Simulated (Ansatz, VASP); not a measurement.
BAs in VASP and in Ansatz

```
CELL_PARAMETERS angstrom
0.00000 2.45057 2.45057
2.45057 0.00000 2.45057
2.45057 2.45057 0.00000
ATOMIC_POSITIONS crystal
As 0.75000 0.75000 0.75000
B 0.00000 0.00000 0.00000
```

Change from the starting cell: volume scaled by 1.08.

Alike in both runs: task single point; functional BLYP; k mesh 10 × 10 × 10; occupations gaussian, width 0.02 eV; collinear spin.

|  | VASP | Ansatz |
| --- | --- | --- |
| version | VASP 6.6.1 | Ansatz 0.2.0 |
| potentials or method | VASP PAW PBE potentials, release 64 (As, B) | Ansatz PAW polarizable |
| plane-wave cutoff (eV) | 520 | 420 |
| valence electrons in the cell | 8 | 18 |

VASP gave:

```
gap on the k mesh at the Fermi level (eV) : 1.46
least direct gap on the mesh (eV)         : 3.27
pressure (GPa)                            : -1.4
net moment per atom (μB)                  : 0.00
```

Question: Estimate Ansatz's values.

Answer: gap on the k mesh at the Fermi level (eV): 1.47; least direct gap on the mesh (eV): 3.27; pressure (GPa): -2.0; net moment per atom (μB): 0.00.

VASP's potentials were made for PBE, not for BLYP. The functional is the same, so the differences come from potentials, cutoffs and numerics. VASP's potentials hold 8 valence electrons a cell and Ansatz's 18, so a difference there can come from the potentials and not from the codes.
